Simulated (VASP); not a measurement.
# BeTe (rocksalt type): single point with PBE

BeTe (rocksalt type):

```
Be Te
1.0
     0.00000    2.66207    2.66207
     2.66207    0.00000    2.66207
     2.66207    2.66207    0.00000
Be Te
1 1
Direct
  0.00000 0.00000 0.00000
  0.50000 0.50000 0.50000
```

This cell differs from its parent crystal: volume scaled by 0.98.

- Program: VASP 6.6.1
- Task: single point
- Functional: PBE
- Potentials or basis: VASP PAW PBE potentials, release 64 (Be, Te)
- Cutoff: 520 eV
- k mesh: 13 × 13 × 13
- Occupations: fermi-dirac, width 0.05 eV
- Spin: no spin polarisation
- Dipole correction: no
- Further INCAR settings: ALGO = Normal; EDIFF = 1e-06; NBANDS = 11

```json
{"Pressure": "1.5 GPa", "Band gap on the k mesh": "zero (band 4 reaches 7.81 eV, above the bottom of band 5 at 6.62 eV)"}
```

Levels at points of the mesh, in eV from the Fermi level:
| k point | band 1 | band 2 | band 3 | band 4 | band 5 | band 6 | band 7 | band 8 |
| --- | --- | --- | --- | --- | --- | --- | --- | --- |
| (0.00, 0.00, 0.00) | -13.49 | -0.25 | -0.25 | -0.25 | 3.27 | 6.36 | 6.36 | 6.36 |

Wall time 15 s on 1 thread of AMD EPYC 9R45 96-Core Processor (Zen 5), with other jobs on the host, peak memory 0.15 GiB.

Caveat: spin-orbit coupling is left out, which moves the levels of the heavy elements.
